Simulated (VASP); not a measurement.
# Hf (Pm) in VASP: single point with PBE

Aim: the single point of Hf with PBE.

All numbers are computed with VASP 6.6.1; they aren't measurements. Logs are shortened: lines on timing, memory, paths and dates and some standing lists are left out, and cuts for length are marked.

## 1. The cell of the first run

The structure is monoclinic, space group Pm (No. 6). The conventional cell has a = 4.962 Å, b = 3.086 Å, c = 4.962 Å, α = 90.00°, β = 120.00°, γ = 90.00°. Within 3.6 Å of Hf (site symmetry m) lie 11 Hf at 2.74 to 3.37 Å. Within 3.6 Å of Hf (site symmetry m) lie 11 Hf at 2.74 to 3.25 Å. Within 4.1 Å of Hf (site symmetry m) lie 14 Hf at 3.09 to 3.37 Å.

## 2. Single point, PBE

INCAR

```
  PREC = Accurate
  ENCUT = 520
  EDIFF = 1E-6
  ISMEAR = 0
  SIGMA = 0.05
  LREAL = F
  LASPH = T
  NELM = 60
  ALGO = Fast
  ISIF = 2
  LWAVE = F
  LCHARG = T
  GGA = PE
  LELF = T
  LVHAR = T
  NBANDS = 22
```

KPOINTS

```
Automatic mesh
0
Gamma
  9 9 12
```

POSCAR

```
Hf
1.0
    4.9623295440      0.0000000000      0.0000000000
   -2.4811647720      4.2975034470      0.0000000000
    0.0000000000      0.0000000000      3.0862322500
Hf
3
Direct
    0.6968944085      0.3333333300      0.5000000000
    0.3333333300      0.6666666700      0.5000000000
    0.0000000000      0.0000000000      0.0000000000
```

Potentials or basis: VASP PAW PBE potentials, release 64 (Hf_pv).

Run with:

```bash
$ cat potpaw_PBE.64/Hf_pv/POTCAR > POTCAR
$ mpirun -np 1 vasp_std > vasp.out
```

OUTCAR:

```text
PREC = Accurate
   ENCUT = 520
   EDIFF = 1E-6
   ISMEAR = 0
   LREAL = F
   LASPH = T
   NELM = 60
   ISIF = 2
   GGA = PE

 ion  position               nearest neighbor table
   1  0.697  0.333  0.500-   2 2.74   2 2.87   2 3.00   3 3.14   3 3.14   3 3.26   3 3.26   3 3.37
                             3 3.37
   2  0.333  0.667  0.500-   1 2.74   1 2.87   1 3.00   3 3.25   3 3.25   3 3.25   3 3.25   3 3.25
                             3 3.25
   3  0.000  0.000  0.000-   1 3.14   1 3.14   2 3.25   2 3.25   2 3.25   2 3.25   2 3.25   2 3.25
                             1 3.26   1 3.26   1 3.37   1 3.37

  LATTYP: Found a hexagonal cell.
 ALAT       =     4.9623295440
 C/A-ratio  =     0.6219321435

  Lattice vectors:

 A1 = (   4.9623295440,   0.0000000000,   0.0000000000)
 A2 = (  -2.4811647720,   4.2975034470,   0.0000000000)
 A3 = (   0.0000000000,   0.0000000000,   3.0862322500)

Analysis of symmetry for initial positions (statically):
=====================================================================
 Subroutine PRICEL returns:
 Original cell was already a primitive cell.

 Routine SETGRP: Setting up the symmetry group for a
 hexagonal supercell.

 Subroutine GETGRP returns: Found  2 space group operations
 (whereof  2 operations were pure point group operations)
 out of a pool of 24 trial point group operations.

The static configuration has the point symmetry C_1h.

Analysis of symmetry for dynamics (positions and initial velocities):
=====================================================================
 Subroutine PRICEL returns:
 Original cell was already a primitive cell.

 Routine SETGRP: Setting up the symmetry group for a
 hexagonal supercell.

 Subroutine GETGRP returns: Found  2 space group operations
 (whereof  2 operations were pure point group operations)
 out of a pool of 24 trial point group operations.

The dynamic configuration has the point symmetry C_1h.

 Subroutine INISYM returns: Found  2 space group operations
 (whereof  2 operations are pure point group operations),
 and found     1 'primitive' translations

----------------------------------------------------------------------------------------

                                     Primitive cell

  volume of cell :      65.8158

  direct lattice vectors                    reciprocal lattice vectors
     4.962329544  0.000000000  0.000000000     0.201518257  0.116346620  0.000000000
    -2.481164772  4.297503447  0.000000000     0.000000000  0.232693240  0.000000000
     0.000000000  0.000000000  3.086232250     0.000000000  0.000000000  0.324019685

[... 86 lines left out ...]
   LREAL  =      F    real-space projection
   EDIFFG = 0.1E-04   stopping-criterion for IOM
   NSW    =      0    number of steps for IOM
   IBRION =     -1    ionic relax: 0-MD 1-quasi-New 2-CG
   NFREE  =      0    steps in history (QN), initial steepest desc. (CG)
   ISIF   =      2    stress and relaxation
   ISYM   =      2    0-nonsym 1-usesym 2-fastsym
   POTIM  = 0.5000    time-step for ionic-motion
   TEBEG  =    0.0;   TEEND  =   0.0 temperature during run
   PSTRESS=    0.0 pullay stress
   NELECT =      30.0000    total number of electrons
   NUPDOWN=      -1.0000    fix difference up-down
   EMIN   =  10.00;   EMAX   =-10.00  energy-range for DOS
   EFERMI =   0.00;   METHOD = LEGACY
   ISMEAR =     0;   SIGMA  =   0.05  broadening in eV -4-tet -1-fermi 0-gaus
   EFERMI_NEDOS =   21; number of points for ismear=-14 and -15
   IALGO  =     68    algorithm
   IMIX   =      4    mixing-type and parameters
     AMIX     =   0.40;   BMIX     =  1.00
     AMIX_MAG =   1.60;   BMIX_MAG =  1.00
  volume/ion in A,a.u.               =      21.94       148.05
  Fermi-wavevector in a.u.,A,eV,Ry     =   1.259907  2.380879 21.597416  1.587365
  Thomas-Fermi vector in A             =   2.393443
   LORBIT       =      0    0 simple, 1 ext, 2 COOP (PROOUT), +10 PAW based schemes
   GGA     = PE    functional components
   LHFCALC =     F    Hartree Fock is set to
   AEXX    =    0.0000 exact exchange contribution
   IVDW    =     0    specifies the selected vdW correction
   LEPSILON=     F    determine dielectric tensor
   LRPA    =     F    only Hartree local field effects (RPA)
 non-spin polarized calculation
 RMM-DIIS sequential band-by-band and
 Gauss-broadening in eV      SIGMA  =   0.05
  energy-cutoff  :      520.00
  volume of cell :       65.82
 maximum number of plane-waves:      1792
 NGX is ok and might be reduce to    40
   NGX = 19   NGY = 19   NGZ = 11

 number of electron      30.0000003 magnetization

 Free energy of the ion-electron system (eV)
  ---------------------------------------------------
  ext. energy  EPLUGINS =         0.00000000
  ---------------------------------------------------
  free energy    TOTEN  =       -29.58154277 eV

  energy without entropy =      -29.57835707  energy(sigma->0) =      -29.57994992

 E-fermi :   4.8630     XC(G=0): -11.3661

 val. band max:        4.8616238670   @ k =  -0.1111   0.3333   0.0833
 cond. band min:       4.8630112091   @ k =  -0.1111  -0.4444   0.1667
 fundamental gap:      0.0013873422
 Fermi energy:         4.8629814838

 k-point     1 :       0.0000    0.0000    0.0000
  band No.  band energies     occupation
      1     -25.9536      2.00000
      2     -25.8548      2.00000
      3     -25.7973      2.00000
      4     -25.6679      2.00000
      5     -25.4179      2.00000
      6     -25.1825      2.00000
[... 589 lines left out ...]
     21       8.4945      0.00000
     22       8.7747      0.00000

 [... further k-points ...]

------------------------ aborting loop because EDIFF is reached ----------------------------------------

  FORCE on cell =-STRESS in cart. coord.  units (eV):
  Direction    XX          YY          ZZ          XY          YZ          ZX
  --------------------------------------------------------------------------------------
  -------------------------------------------------------------------------------------
  Total        1.0478147      0.6951321      0.7114284      0.3372567      0.0000000      0.0000000
  in kB       25.5073075     16.9218352     17.3185435      8.2099538      0.0000000      0.0000000
  external PRESSURE =      19.9158954 kB  Pullay stress =       0.0000000 kB

 VOLUME and BASIS-vectors are now :
 -----------------------------------------------------------------------------
  energy-cutoff  :      520.00
  volume of cell :       65.82
      direct lattice vectors                 reciprocal lattice vectors
     4.962329544  0.000000000  0.000000000     0.201518257  0.116346620  0.000000000
    -2.481164772  4.297503447  0.000000000     0.000000000  0.232693240  0.000000000
     0.000000000  0.000000000  3.086232250     0.000000000  0.000000000  0.324019685

 POSITION                                       TOTAL-FORCE (eV/Angst)
 -----------------------------------------------------------------------------------
      2.63116      1.43250      1.54312        -0.837054     -0.153201      0.000000
     -0.00000      2.86500      1.54312         0.583647      0.231696      0.000000
      0.00000      0.00000      0.00000         0.253407     -0.078495      0.000000
 -----------------------------------------------------------------------------------
    total drift:                               -0.000005     -0.000069     -0.000000

  FREE ENERGIE OF THE ION-ELECTRON SYSTEM (eV)
  ---------------------------------------------------
  free  energy   TOTEN  =       -29.5815427668 eV

  energy  without entropy=      -29.5783570667  energy(sigma->0) =      -29.57994992
```

OSZICAR:

```text
N       E                     dE             d eps       ncg     rms          rms(c)
DAV:   1     0.986705175860E+02    0.98671E+02   -0.16520E+04 12700   0.130E+03
DAV:   2    -0.251667496504E+02   -0.12384E+03   -0.11752E+03 14584   0.302E+02
DAV:   3    -0.306001125100E+02   -0.54334E+01   -0.51318E+01 17314   0.390E+01
DAV:   4    -0.306938564655E+02   -0.93744E-01   -0.93525E-01 14974   0.511E+00
DAV:   5    -0.306957346847E+02   -0.18782E-02   -0.18778E-02 16704   0.628E-01    0.799E+01
RMM:   6    -0.298652755182E+02    0.83046E+00   -0.71461E-01 12652   0.478E+00    0.482E+01
RMM:   7    -0.295960918746E+02    0.26918E+00   -0.17015E+00 15213   0.732E+00    0.279E+00
RMM:   8    -0.295835082235E+02    0.12584E-01   -0.14128E-01 15717   0.259E+00    0.975E-01
RMM:   9    -0.295814702254E+02    0.20380E-02   -0.25258E-02 17275   0.915E-01    0.497E-01
RMM:  10    -0.295815680575E+02   -0.97832E-04   -0.40873E-03 18775   0.308E-01    0.289E-01
RMM:  11    -0.295815305629E+02    0.37495E-04   -0.46407E-04 16828   0.119E-01    0.109E-01
RMM:  12    -0.295815445869E+02   -0.14024E-04   -0.11299E-04 18298   0.574E-02    0.352E-02
RMM:  13    -0.295815422640E+02    0.23229E-05   -0.30595E-05 16041   0.263E-02    0.287E-02
RMM:  14    -0.295815427668E+02   -0.50282E-06   -0.59195E-06 14656   0.109E-02
   1 F= -.29581543E+02 E0= -.29579950E+02  d E =-.318570E-02
```

Run time: 6.5 min. Hardware: 1 thread of Intel Xeon Platinum 8259CL at 2.50GHz (Skylake/Cascade Lake), shared host; peak memory 0.43 GiB.

What came out:

```yaml
Free_energy: -29.5815 eV
Pressure: 2.0 GPa
Largest_force: 0.851 eV/Å
Band_gap_on_the_k_mesh: zero (band 15 reaches 5.19 eV, above the bottom of band 16 at 4.41 eV)
```

Forces on the atoms (eV/Å):
```
Hf  -0.837 -0.153  0.000
Hf   0.584  0.232  0.000
Hf   0.253 -0.078  0.000
```

Caveat: spin-orbit coupling is left out, which moves the levels of the heavy elements.
